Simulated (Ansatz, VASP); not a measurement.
**Cs in VASP and in Ansatz**

Contents of INCAR:

```
SYSTEM = Cs
PREC = Accurate
ENCUT = 520
EDIFF = 1E-6
ISMEAR = -1
SIGMA = 0.1
LREAL = .FALSE.
LASPH = .TRUE.
NELM = 60
ALGO = Normal
ISIF = 2
LWAVE = .FALSE.
LCHARG = .FALSE.
GGA = PS
IVDW = 13
NBANDS = 16
```

Contents of KPOINTS:

```
Automatic mesh
0
G
  5 5 3
  0 0 0
```

The input POSCAR:

```
Cs
1.0
    5.5663060000      0.0000000000      0.0000000000
   -2.7831530000      4.8205620000      0.0000000000
    0.0000000000      0.0000000000      9.2584790000
Cs
2
Direct
    0.3333333333      0.6666666667      0.2500000000
    0.6666666667      0.3333333333      0.7500000000
```

Input for Ansatz:

```yaml
crystal:
  lattice:
    - [5.566306, 0.0, 0.0]
    - [-2.783153, 4.820562, 0.0]
    - [0.0, 0.0, 9.258479]
  atoms:
    - { symbol: Cs, position: [0.3333333333333333, 0.6666666666666666, 0.25] }
    - { symbol: Cs, position: [0.6666666666666666, 0.3333333333333333, 0.75] }
basis:
  ecutwfc: 470.0
kpoints:
  mp_grid:
    grid: [5, 5, 3]
hamiltonian:
  xc: pbesol
  dispersion: d4
scf:
  occupations:
    method: fermi_dirac
    width: 0.1
output:
  forces: true
  stress: true
```

Alike in both runs: task single point; functional PBEsol; dispersion D4; k mesh 5 × 5 × 3; occupations fermi-dirac, width 0.1 eV; no spin polarisation.

|  | VASP | Ansatz |
| --- | --- | --- |
| version | VASP 6.6.1 | Ansatz 0.2.0 |
| potentials or method | VASP PAW PBE potentials, release 64 (Cs_sv), cutoff 520 eV | plane waves, PAW |
| valence electrons in the cell | 18 | 18 |

|  | VASP | Ansatz | Ansatz less VASP |
| --- | --- | --- | --- |
| pressure (GPa) | -0.3 | -0.3 | +0.01 |

VASP's potentials were made for PBE, not for PBEsol.

Spin-orbit coupling is off throughout.
